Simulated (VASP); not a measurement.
## Pd: single point with BLYP

Pd:

```xyz
4
Lattice="2.8787 0.0000 0.0000 -1.4394 2.4930 0.0000 0.0000 0.0000 9.5103" Properties=species:S:1:pos:R:3 pbc="T T T"
Pd    0.0000    0.0000    0.0000
Pd    2.8787    0.0000    4.7551
Pd    0.0000    1.6620    2.3776
Pd    1.4394    0.8310    7.1327
```

This isn't the form of Pd at room conditions, which is fcc.

```yaml
Program: VASP 6.6.1
Task: single point
Functional: BLYP
Potentials_or_basis: VASP PAW PBE potentials, release 64 (Pd)
Cutoff: 520 eV
k_mesh: 14 × 14 × 4
Occupations: fermi-dirac, width 0.1 eV
Spin: no spin polarisation
Dipole_correction: no
Further_INCAR_settings: ALGO = Normal; EDIFF = 1e-06; NBANDS = 28
```

| Quantity | Value |
| --- | --- |
| Pressure | -4.4 GPa |
| Band gap on the k mesh | zero (bands 20 and 21 overlap by 0.73 eV) |

Stress tensor (GPa, compression positive):
```
-4.25  0.00  0.00
 0.00 -4.25  0.00
 0.00  0.00 -4.68
```

Levels at points of the mesh, in eV from the Fermi level:
```csv
k point,band 16,band 17,band 18,band 19,band 20,band 21,band 22,band 23,band 24,band 25
"(0.00, 0.00, 0.00)",-1.24,-1.24,-0.87,-0.87,-0.61,-0.61,-0.15,-0.15,1.44,6.07
"(0.50, 0.00, 0.00)",-0.03,0.02,0.10,0.11,0.12,1.86,2.70,3.48,3.91,6.89
"(0.00, 0.00, 0.50)",-1.07,-1.07,-1.07,-0.43,-0.43,-0.34,-0.34,-0.34,-0.34,8.75
"(0.50, 0.00, 0.50)",-0.45,-0.02,-0.02,0.10,0.10,2.52,2.52,3.70,3.70,7.17
```

Run time: 3.5 min on 1 thread of Intel Xeon 8259CL (shared host), peak memory 0.25 GiB.

Caveat: the cell stands under tension; the PAW data sets were made with another functional, which shifts forces and pressure a little.
